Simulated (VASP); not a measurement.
# Cu in VASP: notebook

Cu is run at these levels: r2SCAN; tasks: single point.

Everything below comes from runs of VASP 6.6.1. Logs are shortened: lines on timing, memory, paths and dates and some standing lists are left out, and cuts for length are marked.

**1. The cell of the first run**

The typed cell holds 1 atom: a = 2.449 Å, b = 2.457 Å, c = 2.476 Å, α = 107.67°, β = 108.14°, γ = 112.47°.

**2. Single point, r2SCAN**

Input file POSCAR:

```
Cu
1.0
   -1.4471553690      1.4337440392      1.3601266570
    1.4472463215     -1.4399025159      1.3666790560
    1.4638359032      1.4565830501     -1.3665836942
Cu
1
Direct
   -0.0017728543     -0.0219278576      0.0249258529
```

Input file INCAR.step1:

```
SYSTEM = Cu
  PREC = Accurate
  ENCUT = 520
  ISMEAR = 0
  SIGMA = 0.1
  LREAL = .FALSE.
  LASPH = .TRUE.
  NELM = 100
  NBANDS = 12
  GGA = PE
  ALGO = Normal
  EDIFF = 1E-4
  LWAVE = .TRUE.
  LCHARG = .FALSE.
```

Input file INCAR.step2:

```
SYSTEM = Cu
  PREC = Accurate
  ENCUT = 520
  EDIFF = 1E-6
  ISMEAR = 0
  SIGMA = 0.1
  LREAL = .FALSE.
  LASPH = .TRUE.
  NELM = 100
  ALGO = Normal
  ISIF = 2
  LWAVE = .FALSE.
  LCHARG = .FALSE.
  METAGGA = R2SCAN
  LMIXTAU = .TRUE.
  NBANDS = 12
  ISTART = 1
```

Input file KPOINTS:

```
regular mesh
0
G
  8 8 8
  0 0 0
```

Potentials or basis: VASP PAW PBE potentials, release 64 (Cu).

Run with:

```bash
> cat potpaw_PBE.64/Cu/POTCAR > POTCAR
> cp INCAR.step1 INCAR
> mpirun -np 1 vasp_std > vasp.out
> cp INCAR.step2 INCAR
> mpirun -np 1 vasp_std > vasp.out
```

OUTCAR:

```text
SYSTEM = Cu
   PREC = Accurate
   ENCUT = 520
   EDIFF = 1E-6
   ISMEAR = 0
   LREAL = .FALSE.
   LASPH = .TRUE.
   NELM = 100
   ISIF = 2
   METAGGA = R2SCAN
   ISTART = 1

 ion  position               nearest neighbor table
   1  0.998  0.978  0.025-

  LATTYP: Found a triclinic cell.
 ALAT       =     6.4703896735
 B/A-ratio  =     0.6303573513
 C/A-ratio  =     0.3827107509
 COS(alpha) =     0.0041851624
 COS(beta)  =     0.2701058063
 COS(gamma) =     0.9478165318

  Lattice vectors:

 A1 = (   5.8054839152,  -2.8569660209,   0.0066477608)
 A2 = (   2.8944016905,  -2.8736465551,   0.0065523990)
 A3 = (   1.4638359032,   1.4565830501,  -1.3665836942)

Analysis of symmetry for initial positions (statically):
=====================================================================
 Subroutine PRICEL returns:
 Original cell was already a primitive cell.

 Routine SETGRP: Setting up the symmetry group for a
 triclinic supercell.

 Subroutine GETGRP returns: Found  2 space group operations
 (whereof  1 operations were pure point group operations)
 out of a pool of  2 trial point group operations.

The static configuration has the point symmetry C_1 .
 The point group associated with its full space group is S_2 .

Analysis of symmetry for dynamics (positions and initial velocities):
=====================================================================
 Subroutine PRICEL returns:
 Original cell was already a primitive cell.

 Routine SETGRP: Setting up the symmetry group for a
 triclinic supercell.

 Subroutine GETGRP returns: Found  2 space group operations
 (whereof  1 operations were pure point group operations)
 out of a pool of  2 trial point group operations.

The dynamic configuration has the point symmetry C_1 .
 The point group associated with its full space group is S_2 .

 Subroutine INISYM returns: Found  2 space group operations
 (whereof  1 operations are pure point group operations),
 and found     1 'primitive' translations

----------------------------------------------------------------------------------------

                                     Primitive cell

  volume of cell :      11.4712

  direct lattice vectors                    reciprocal lattice vectors
    -1.447155369  1.433744039  1.360126657    -0.001999288  0.346814171  0.367512810
     1.447246321 -1.439902516  1.366679056     0.343509511 -0.001163200  0.366715380
     1.463835903  1.456583050 -1.366583694     0.341543640  0.344012211  0.000765558

  length of vectors
     2.449454052  2.456756564  2.476287691     0.505321414  0.502474186  0.484764938

  position of ions in fractional coordinates (direct lattice)
     0.998227146  0.978072142  0.024925853

  ion indices of the primitive-cell ions
   primitive index   ion index
                 1           1

----------------------------------------------------------------------------------------

 KPOINTS: regular mesh

Automatic generation of k-mesh.
 Grid dimensions read from file:
 generate k-points for:    8    8    8

 Generating k-lattice:

  Cartesian coordinates                     Fractional coordinates (reciprocal lattice)
    -0.000249911  0.043351771  0.045939101     0.125000000  0.000000000  0.000000000
     0.042938689 -0.000145400  0.045839423    -0.000000000  0.125000000  0.000000000
     0.042692955  0.043001526  0.000095695    -0.000000000  0.000000000  0.125000000

  Length of vectors
     0.063165177  0.062809273  0.060595617

  Shift w.r.t. Gamma in fractional coordinates (k-lattice)
     0.000000000  0.000000000  0.000000000

 Subroutine IBZKPT returns following result:
 ===========================================

 Found    260 irreducible k-points:

 Following reciprocal coordinates:
            Coordinates               Weight
  0.000000  0.000000  0.000000      1.000000
  0.125000  0.000000  0.000000      2.000000
  0.250000  0.000000  0.000000      2.000000
  0.375000  0.000000  0.000000      2.000000
  0.500000  0.000000  0.000000      1.000000
 -0.000000  0.125000  0.000000      2.000000
[... 16 lines left out ...]
  0.125000  0.375000  0.000000      2.000000
  0.250000  0.375000 -0.000000      2.000000
 [... further k-points ...]
   k-points           NKPTS =    260   k-points in BZ     NKDIM =    260   number of bands    NBANDS=     12
   number of dos      NEDOS =    301   number of ions     NIONS =      1
   total plane-waves  NPLWV =   5832
   dimension x,y,z NGX =    18 NGY =   18 NGZ =   18
   dimension x,y,z NGXF=    36 NGYF=   36 NGZF=   36
   ions per type =               1
   NGX,Y,Z   is equivalent  to a cutoff of  12.22, 12.18, 12.08 a.u.
   NGXF,Y,Z  is equivalent  to a cutoff of  24.43, 24.36, 24.17 a.u.
 SYSTEM =  Cu
   PREC   = accura    normal or accurate (medium, high low for compatibility)
   ISTART =      1    job   : 0-new  1-cont  2-samecut
   ICHARG =      0    charge: 1-file 2-atom 10-const
   ISPIN  =      1    spin polarized calculation?
   LNONCOLLINEAR =      F non collinear calculations
   LSORBIT =      F    spin-orbit coupling
   LASPH  =      T    aspherical Exc in radial PAW
   ENCUT  =  520.0 eV  38.22 Ry    6.18 a.u.   4.55  4.57  4.60*2*pi/ulx,y,z
   NELM   =    100;   NELMIN=  2; NELMDL=  0     # of ELM steps
   EDIFF  = 0.1E-05   stopping-criterion for ELM
   LREAL  =      F    real-space projection
   EDIFFG = 0.1E-04   stopping-criterion for IOM
   NSW    =      0    number of steps for IOM
   IBRION =     -1    ionic relax: 0-MD 1-quasi-New 2-CG
   NFREE  =      0    steps in history (QN), initial steepest desc. (CG)
   ISIF   =      2    stress and relaxation
   ISYM   =      2    0-nonsym 1-usesym 2-fastsym
   POTIM  = 0.5000    time-step for ionic-motion
   TEBEG  =    0.0;   TEEND  =   0.0 temperature during run
   PSTRESS=    0.0 pullay stress
   NELECT =      11.0000    total number of electrons
   NUPDOWN=      -1.0000    fix difference up-down
   EMIN   =  10.00;   EMAX   =-10.00  energy-range for DOS
   EFERMI =   0.00;   METHOD = LEGACY
   ISMEAR =     0;   SIGMA  =   0.10  broadening in eV -4-tet -1-fermi 0-gaus
   EFERMI_NEDOS =   21; number of points for ismear=-14 and -15
   IALGO  =     38    algorithm
   IMIX   =      4    mixing-type and parameters
     AMIX     =   0.40;   BMIX     =  1.00
     AMIX_MAG =   1.60;   BMIX_MAG =  1.00
  volume/ion in A,a.u.               =      11.47        77.41
  Fermi-wavevector in a.u.,A,eV,Ry     =   1.614369  3.050714 35.459311  2.606186
  Thomas-Fermi vector in A             =   2.709288
   LORBIT       =      0    0 simple, 1 ext, 2 COOP (PROOUT), +10 PAW based schemes
   METAGGA = R2SCAN    functional components
   LHFCALC =     F    Hartree Fock is set to
   AEXX    =    0.0000 exact exchange contribution
   IVDW    =     0    specifies the selected vdW correction
   LEPSILON=     F    determine dielectric tensor
   LRPA    =     F    only Hartree local field effects (RPA)
 non-spin polarized calculation
 Gauss-broadening in eV      SIGMA  =   0.10
  energy-cutoff  :      520.00
  volume of cell :       11.47
 maximum number of plane-waves:       322
   NGX =  9   NGY =  9   NGZ =  9

 number of electron      11.0000005 magnetization

 Free energy of the ion-electron system (eV)
  ---------------------------------------------------
  ext. energy  EPLUGINS =         0.00000000
  ---------------------------------------------------
  free energy    TOTEN  =       -10.75340945 eV

  energy without entropy =      -10.74924401  energy(sigma->0) =      -10.75132673

 E-fermi :   7.8453     XC(G=0): -13.9483

 val. band max:        7.8449102828   @ k =   0.3750   0.0000   0.1250
 cond. band min:       7.8507876744   @ k =   0.1250   0.5000   0.3750
 fundamental gap:      0.0058773916
 Fermi energy:         7.8453249942

 k-point     1 :       0.0000    0.0000    0.0000
  band No.  band energies     occupation
      1      -2.1383      2.00000
      2       4.2782      2.00000
      3       4.5000      2.00000
      4       4.5842      2.00000
      5       5.3488      2.00000
      6       5.6106      2.00000
      7      33.1262      0.00000
      8      33.6620      0.00000
      9      35.1801      0.00000
     10      37.4511      0.00000
     11      37.8899      0.00000
     12      38.1161      0.00000

 k-point     2 :       0.1250    0.0000    0.0000
  band No.  band energies     occupation
      1      -1.4864      2.00000
      2       4.2617      2.00000
      3       4.5180      2.00000
      4       4.6680      2.00000
      5       5.3628      2.00000
      6       5.5305      2.00000
      7      29.8198      0.00000
      8      31.6612      0.00000
      9      32.1715      0.00000
     10      33.9017      0.00000
     11      35.4132      0.00000
     12      37.2813      0.00000

 k-point     3 :       0.2500    0.0000    0.0000
  band No.  band energies     occupation
      1       0.3022      2.00000
      2       3.9839      2.00000
      3       4.4254      2.00000
      4       5.2675      2.00000
      5       5.4135      2.00000
      6       5.5167      2.00000
      7      22.7947      0.00000
      8      28.5497      0.00000
      9      29.4543      0.00000
     10      31.0345      0.00000
     11      33.7547      0.00000
     12      39.3251      0.00000

 k-point     4 :       0.3750    0.0000    0.0000
  band No.  band energies     occupation
      1       2.0832      2.00000
      2       3.6906      2.00000
      3       5.2590      2.00000
      4       5.5079      2.00000
      5       5.6699      2.00000
      6       5.9746      2.00000
      7      16.4638      0.00000
      8      26.3153      0.00000
      9      26.9293      0.00000
     10      29.9501      0.00000
     11      33.0852      0.00000
     12      42.1574      0.00000

 k-point     5 :       0.5000    0.0000    0.0000
  band No.  band energies     occupation
      1       2.4109      2.00000
      2       3.5706      2.00000
      3       5.4776      2.00000
      4       5.7386      2.00000
      5       6.2967      2.00000
      6       7.3238      2.00000
      7      12.8544      0.00000
      8      25.4984      0.00000
      9      25.9893      0.00000
     10      29.6338      0.00000
     11      32.9366      0.00000
     12      43.4042      0.00000
[... 228 lines left out ...]
      1      -0.3355      2.00000
      2       4.1504      2.00000
      3       4.3528      2.00000
      4       5.1363      2.00000
      5       5.2448      2.00000
      6       5.5763      2.00000
      7      25.2356      0.00000
      8      26.8097      0.00000
      9      30.8489      0.00000
     10      33.1574      0.00000
     11      36.8034      0.00000
     12      39.0811      0.00000

 k-point    22 :       0.0000    0.3750    0.0000
  band No.  band energies     occupation
      1       2.0610      2.00000
      2       3.7130      2.00000
      3       5.2159      2.00000
      4       5.4780      2.00000
      5       5.6710      2.00000
      6       5.9706      2.00000
      7      16.2873      0.00000
      8      26.4633      0.00000
      9      27.2369      0.00000
     10      30.1584      0.00000
     11      33.2909      0.00000
     12      41.8484      0.00000

 k-point    23 :       0.1250    0.3750    0.0000
  band No.  band energies     occupation
      1       2.6199      2.00000
      2       3.6719      2.00000
      3       4.9312      2.00000
      4       5.4530      2.00000
      5       5.8997      2.00000
      6       7.9377      0.19147
      7      13.9830      0.00000
      8      22.3159      0.00000
      9      25.6114      0.00000
     10      31.8095      0.00000
     11      36.9641      0.00000
     12      39.7321      0.00000

 k-point    24 :       0.2500    0.3750   -0.0000
  band No.  band energies     occupation
      1       3.2286      2.00000
      2       3.7269      2.00000
      3       4.2501      2.00000
      4       5.4532      2.00000
      5       5.7702      2.00000
      6      10.9481      0.00000
      7      13.3800      0.00000
      8      16.7689      0.00000
      9      25.3647      0.00000
     10      34.0213      0.00000
     11      38.0318      0.00000
     12      43.6556      0.00000

 [... further k-points ...]
[... 5 lines left out ...]
  --------------------------------------------------------------------------------------
  -------------------------------------------------------------------------------------
  Total        0.0912785      0.0185645      0.1205845     -0.0756643      0.0021629      0.0033537
  in kB       12.7488150      2.5928967     16.8419762    -10.5679866      0.3020871      0.4684116
  external PRESSURE =      10.7278960 kB  Pullay stress =       0.0000000 kB

 VOLUME and BASIS-vectors are now :
 -----------------------------------------------------------------------------
  energy-cutoff  :      520.00
  volume of cell :       11.47
      direct lattice vectors                 reciprocal lattice vectors
    -1.447155369  1.433744039  1.360126657    -0.001999288  0.346814171  0.367512810
     1.447246321 -1.439902516  1.366679056     0.343509511 -0.001163200  0.366715380
     1.463835903  1.456583050 -1.366583694     0.341543640  0.344012211  0.000765558

 POSITION                                       TOTAL-FORCE (eV/Angst)
 -----------------------------------------------------------------------------------
      0.00741      0.05918      2.66036         0.000000     -0.000000      0.000000
 -----------------------------------------------------------------------------------
    total drift:                               -0.000161     -0.000260     -0.001199

  FREE ENERGIE OF THE ION-ELECTRON SYSTEM (eV)
  ---------------------------------------------------
  free  energy   TOTEN  =       -10.7534094547 eV

  energy  without entropy=      -10.7492440058  energy(sigma->0) =      -10.75132673
```

Run time: 3 min. Hardware: 1 thread of AMD EPYC 7R43 (Zen 3), shared host; peak memory 0.1 GiB.

Results:

| Item | Value |
| --- | --- |
| Free energy | -10.7534 eV |
| Pressure | 1.1 GPa |

Stress tensor (GPa, compression positive):
```
 1.27 -1.06  0.05
-1.06  0.26  0.03
 0.05  0.03  1.68
```

Levels at points of the mesh, in eV from the Fermi level:
```tsv
k point	band 4	band 5	band 6	band 7	band 8	band 9
(0.00, 0.00, 0.00)	-3.26	-2.50	-2.23	25.28	25.82	27.33
(0.50, 0.00, 0.00)	-2.11	-1.55	-0.52	5.01	17.65	18.14
(0.00, 0.50, 0.00)	-2.10	-1.56	-0.62	4.88	17.81	18.48
(0.50, 0.50, 0.00)	-2.33	-1.57	-1.02	4.34	19.48	20.00
(0.00, 0.00, 0.50)	-2.28	-1.60	-1.19	4.08	19.65	20.27
(0.50, 0.00, 0.50)	-2.11	-1.56	-0.62	4.88	17.95	18.33
(0.00, 0.50, 0.50)	-2.10	-1.56	-0.60	4.91	17.73	18.25
(0.50, 0.50, 0.50)	-1.74	-1.69	7.77	8.05	10.44	13.45
```

Caveat: the k points lie up to 0.40 Å⁻¹ apart; the PAW data sets were made with another functional, which shifts forces and pressure a little.

**3. Single point, r2SCAN**

Input file POSCAR:

```
Cu
1.0
   -1.4427933200      1.4427933200      1.3760814500
    1.4427933200     -1.4427933200      1.3760814500
    1.4427933200      1.4427933200     -1.3760814500
Cu
1
Direct
    0.0000000000      0.0000000000      0.0000000000
```

Input file INCAR.step1:

```
  PREC = Accurate
  ENCUT = 520
  ISMEAR = 0
  SIGMA = 0.1
  LREAL = F
  LASPH = T
  NELM = 60
  NBANDS = 12
  GGA = PE
  ALGO = Normal
  EDIFF = 1E-4
  LWAVE = T
  LCHARG = F
```

Input file INCAR.step2:

```
  PREC = Accurate
  ENCUT = 520
  EDIFF = 1E-7
  ISMEAR = 0
  SIGMA = 0.1
  LREAL = F
  LASPH = T
  NELM = 60
  ALGO = Normal
  ISIF = 2
  LWAVE = F
  LCHARG = T
  METAGGA = R2SCAN
  LMIXTAU = T
  LELF = T
  LVHAR = T
  NBANDS = 12
  ISTART = 1
```

Input file KPOINTS:

```
regular mesh
0
Gamma
  30 30 30
```

Potentials or basis: VASP PAW PBE potentials, release 64 (Cu).

Run with:

```bash
> cat potpaw_PBE.64/Cu/POTCAR > POTCAR
> cp INCAR.step1 INCAR
> mpirun -np 1 vasp_std > vasp.out
> cp INCAR.step2 INCAR
> mpirun -np 1 vasp_std > vasp.out
```

Run time: 6.1 min. Hardware: 1 thread of Intel Xeon 6975P-C (Granite Rapids), shared host; peak memory 0.36 GiB.

It converged, with:

```yaml
Free_energy: -10.7913 eV
Pressure: 0.9 GPa
```

Levels at points of the mesh, in eV from the Fermi level:
```tsv
k point	band 3	band 4	band 5	band 6	band 7	band 8	band 9	band 10
(0.00, 0.00, 0.00)	-3.24	-3.24	-2.37	-2.16	25.85	25.85	27.17	30.15
(0.50, 0.00, 0.00)	-2.28	-2.05	-1.46	-0.55	4.95	18.13	18.41	22.14
(0.50, 0.50, 0.00)	-2.43	-2.20	-1.49	-0.94	4.41	19.40	19.89	23.37
(0.50, 0.50, 0.50)	-1.66	-1.66	-1.60	8.18	8.18	10.12	13.72	14.43
```

Caveat: the PAW data sets were made with another functional, which shifts forces and pressure a little.
